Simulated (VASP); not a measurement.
# Fe (Im-3m) in VASP: notebook, part 2 of 2

VASP 6.6.1. Earlier steps stand in the parts before.

### Step 3. Electric field gradients, LDA, collinear spin, ferromagnetic start

This run uses another cell than the first one, of 12.02 Å³/atom.

The input, INCAR:

```
SYSTEM = Fe
PREC     = Accurate       ! precision mode
ENCUT    = 520            ! plane-wave cutoff, eV
EDIFF    = 1E-8           ! SCF threshold, eV
ISMEAR   = 0              ! smearing method
SIGMA    = 0.05           ! smearing width, eV
LREAL    = .FALSE.        ! projectors in reciprocal space
LASPH    = .TRUE.         ! aspherical terms in the spheres
NELM     = 150            ! most SCF steps
ALGO     = Normal         ! electronic algorithm
ISIF     = 2              ! what is computed and relaxed
LWAVE    = .FALSE.        ! write WAVECAR
LCHARG   = .FALSE.        ! write CHGCAR
ISPIN    = 2              ! spin polarisation
MAGMOM   = 2.18           ! initial moments
LORBIT   = 11             ! projections on sites
LMAXMIX  = 4              ! l up to which the mixer works
LEFG     = .TRUE.       
NBANDS   = 14             ! bands
```

The input, KPOINTS:

```
regular mesh
0
G
  22 22 22
  0 0 0
```

The input, POSCAR:

```
Fe
1.0
   -1.4430000000      1.4430000000      1.4430000000
    1.4430000000     -1.4430000000      1.4430000000
    1.4430000000      1.4430000000     -1.4430000000
Fe
1
Direct
    0.0000000000      0.0000000000      0.0000000000
```

Potentials or basis: VASP PAW LDA potentials, release 64 (Fe).

On the command line:

```console
$ cat potpaw_LDA.64/Fe/POTCAR > POTCAR
$ mpirun -np 1 vasp_std > vasp.out
```

OUTCAR:

```text
SYSTEM = Fe
   PREC = Accurate
   ENCUT = 520
   EDIFF = 1E-8
   ISMEAR = 0
   LREAL = .FALSE.
   LASPH = .TRUE.
   NELM = 150
   ISIF = 2
   ISPIN = 2
   LORBIT = 11

 ion  position               nearest neighbor table
   1  0.000  0.000  0.000-

  LATTYP: Found a body centered cubic cell.
 ALAT       =     2.8860000000

  Lattice vectors:

 A1 = (  -1.4430000000,   1.4430000000,   1.4430000000)
 A2 = (   1.4430000000,  -1.4430000000,   1.4430000000)
 A3 = (   1.4430000000,   1.4430000000,  -1.4430000000)

Analysis of symmetry for initial positions (statically):
=====================================================================
 Subroutine PRICEL returns:
 Original cell was already a primitive cell.

 Routine SETGRP: Setting up the symmetry group for a
 body centered cubic supercell.

 Subroutine GETGRP returns: Found 48 space group operations
 (whereof 48 operations were pure point group operations)
 out of a pool of 48 trial point group operations.

The static configuration has the point symmetry O_h .

Analysis of symmetry for dynamics (positions and initial velocities):
=====================================================================
 Subroutine PRICEL returns:
 Original cell was already a primitive cell.

 Routine SETGRP: Setting up the symmetry group for a
 body centered cubic supercell.

 Subroutine GETGRP returns: Found 48 space group operations
 (whereof 48 operations were pure point group operations)
 out of a pool of 48 trial point group operations.

The dynamic configuration has the point symmetry O_h .

Analysis of structural, dynamic, and magnetic symmetry:
=====================================================================
 Subroutine PRICEL returns:
 Original cell was already a primitive cell.

 Routine SETGRP: Setting up the symmetry group for a
 body centered cubic supercell.

 Subroutine GETGRP returns: Found 48 space group operations
 (whereof 48 operations were pure point group operations)
 out of a pool of 48 trial point group operations.

The overall configuration has the point symmetry O_h .

 Subroutine INISYM returns: Found 48 space group operations
 (whereof 48 operations are pure point group operations),
 and found     1 'primitive' translations

----------------------------------------------------------------------------------------

                                     Primitive cell

  volume of cell :      12.0187

  direct lattice vectors                    reciprocal lattice vectors
    -1.443000000  1.443000000  1.443000000     0.000000000  0.346500347  0.346500347
     1.443000000 -1.443000000  1.443000000     0.346500347  0.000000000  0.346500347
     1.443000000  1.443000000 -1.443000000     0.346500347  0.346500347  0.000000000

  length of vectors
     2.499349315  2.499349315  2.499349315     0.490025489  0.490025489  0.490025489

  position of ions in fractional coordinates (direct lattice)
     0.000000000  0.000000000  0.000000000

  ion indices of the primitive-cell ions
   primitive index   ion index
                 1           1

----------------------------------------------------------------------------------------

 KPOINTS: regular mesh

[... 114 lines left out ...]

 E-fermi :   5.0849     XC(G=0): -13.1017

 val. band max:        5.0829411191   @ k =  -0.4091   0.4545   0.3636
 cond. band min:       5.0894334242   @ k =   0.5000   0.5000   0.4545
 fundamental gap:      0.0064923051
 Fermi energy:         5.0848796813

 spin component 1

 k-point     1 :       0.0000    0.0000    0.0000
  band No.  band energies     occupation
      1      -3.0935      1.00000
      2       2.9274      1.00000
      3       2.9274      1.00000
      4       2.9274      1.00000
      5       4.1670      1.00000
      6       4.1670      1.00000
      7      29.4269      0.00000
      8      29.4269      0.00000
      9      29.4269      0.00000
     10      34.2084      0.00000
     11      34.2084      0.00000
     12      36.0783      0.00000
     13      36.0783      0.00000
     14      36.0783      0.00000
[... 379 lines left out ...]
      3       2.7252      1.00000
      4       3.7431      1.00000
      5       3.9162      1.00000
      6       4.2438      1.00000
      7      23.4181      0.00000
      8      25.0412      0.00000
      9      28.6107      0.00000
     10      29.6536      0.00000
     11      32.9597      0.00000
     12      34.1473      0.00000
     13      37.9820      0.00000
     14      38.3177      0.00000

 [... further k-points ...]

 spin component 2

 k-point     1 :       0.0000    0.0000    0.0000
  band No.  band energies     occupation
      1      -2.7213      1.00000
      2       4.7447      1.00000
      3       4.7447      1.00000
      4       4.7447      1.00000
      5       6.4625      0.00000
      6       6.4625      0.00000
      7      29.5703      0.00000
      8      29.5703      0.00000
      9      29.5703      0.00000
     10      34.6646      0.00000
     11      34.6646      0.00000
     12      36.9067      0.00000
     13      36.9067      0.00000
     14      36.9067      0.00000
[... 379 lines left out ...]
      3       4.4849      1.00000
      4       5.6194      0.00000
      5       6.1305      0.00000
      6       6.5484      0.00000
      7      24.0530      0.00000
      8      25.6029      0.00000
      9      29.3193      0.00000
     10      29.9961      0.00000
     11      33.4684      0.00000
     12      34.7746      0.00000
     13      38.6562      0.00000
     14      38.7825      0.00000

 [... further k-points ...]

------------------------ aborting loop because EDIFF is reached ----------------------------------------

  FORCE on cell =-STRESS in cart. coord.  units (eV):
  Direction    XX          YY          ZZ          XY          YZ          ZX
  --------------------------------------------------------------------------------------
  -------------------------------------------------------------------------------------
  Total       -1.9599403     -1.9599403     -1.9599403      0.0000000     -0.0000000      0.0000000
  in kB     -261.2729394   -261.2729394   -261.2729394      0.0000000     -0.0000000      0.0000000
  external PRESSURE =    -261.2729394 kB  Pullay stress =       0.0000000 kB

 VOLUME and BASIS-vectors are now :
 -----------------------------------------------------------------------------
  energy-cutoff  :      520.00
  volume of cell :       12.02
      direct lattice vectors                 reciprocal lattice vectors
    -1.443000000  1.443000000  1.443000000     0.000000000  0.346500347  0.346500347
     1.443000000 -1.443000000  1.443000000     0.346500347  0.000000000  0.346500347
     1.443000000  1.443000000 -1.443000000     0.346500347  0.346500347  0.000000000

 POSITION                                       TOTAL-FORCE (eV/Angst)
 -----------------------------------------------------------------------------------
      0.00000      0.00000      0.00000         0.000000      0.000000     -0.000000
 -----------------------------------------------------------------------------------
    total drift:                                0.000000     -0.000000      0.000000

  FREE ENERGIE OF THE ION-ELECTRON SYSTEM (eV)
  ---------------------------------------------------
  free  energy   TOTEN  =        -9.0698217578 eV

  energy  without entropy=       -9.0683706548  energy(sigma->0) =       -9.06909621

 Electric field gradients (V/A^2)
---------------------------------------------------------------------
 ion       V_xx      V_yy      V_zz      V_xy      V_xz      V_yz
---------------------------------------------------------------------
   1      -0.000     0.000     0.000    -0.002    -0.002    -0.002
---------------------------------------------------------------------

 Electric field gradients after diagonalization (V/A^2)
 (convention: |V_zz| > |V_xx| > |V_yy|)
----------------------------------------------------------------------
 ion       V_xx      V_yy      V_zz     asymmetry (V_yy - V_xx)/ V_zz
----------------------------------------------------------------------
   1       0.002     0.002    -0.003       0.000
----------------------------------------------------------------------

           NMR quadrupolar parameters

 Cq : quadrupolar parameter    Cq=e*Q*V_zz/h
 eta: asymmetry parameters     (V_yy - V_xx)/ V_zz
 Q  : nuclear electric quadrupole moment in mb (millibarn)
----------------------------------------------------------------------
 ion       Cq(MHz)       eta       Q (mb)
----------------------------------------------------------------------
   1      -0.000       0.000       1.000
----------------------------------------------------------------------

 total charge

# of ion       s       p       d       tot
------------------------------------------
    1        0.466   0.485   6.219   7.171

 magnetization (x)

# of ion       s       p       d       tot
------------------------------------------
    1       -0.011  -0.032   2.233   2.190
```

Wall time 99 s (1 thread of AMD EPYC 9R45 (Zen 5), shared host); peak memory 0.16 GiB.

Results:

| Property | Result |
| --- | --- |
| Free energy | -9.0698 eV |
| Pressure | -26.1 GPa |
| Net moment | 2.21 μB per cell |
| Site moments | Fe +2.19 μB |
| Largest electric field gradient by atom | zero within the noise of the run |
| Valence electrons inside the program's atomic spheres | Fe 7.17 |

Caveat: the cell stands under tension.
